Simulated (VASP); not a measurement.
OsO, 2 atoms in the cell. Symmetry: Pm-3m, No. 221, cubic system. Conventional cell: a = 2.793 Å, b = 2.793 Å, c = 2.793 Å, α = 90.00°, β = 90.00°, γ = 90.00°. Within 3.2 Å of Os (site symmetry m-3m) lie 8 O at 2.42 Å and 6 Os at 2.79 Å. Within 3.2 Å of O (site symmetry m-3m) lie 8 Os at 2.42 Å and 6 O at 2.79 Å. 

```yaml
Program: VASP 6.6.1
Task: single point
Functional: PBE
Potentials_or_basis: VASP PAW PBE potentials, release 64 (Os, O)
Cutoff: 520 eV
k_mesh: 6 × 6 × 6
Occupations: gaussian, width 0.1 eV
Spin: no spin polarisation
Dipole_correction: no
Further_INCAR_settings: ALGO = Normal; EDIFF = 1e-07; NBANDS = 14
```

Potentials or basis: VASP PAW PBE potentials, release 64 (Os, O).

The run is started by

```console
$ cat potpaw_PBE.64/Os/POTCAR potpaw_PBE.64/O/POTCAR > POTCAR
$ mpirun -np 1 vasp_std > vasp.out
```

Hardware: 1 thread of AMD EPYC 9R45 96-Core Processor (Zen 5), with other jobs on the host.

Q: Estimate the wall time of this run.

A: Wall time 4 s on 1 thread of AMD EPYC 9R45 96-Core Processor (Zen 5), on a shared host, peak memory 0.11 GiB. Counts: scf iterations 14, k points 20.
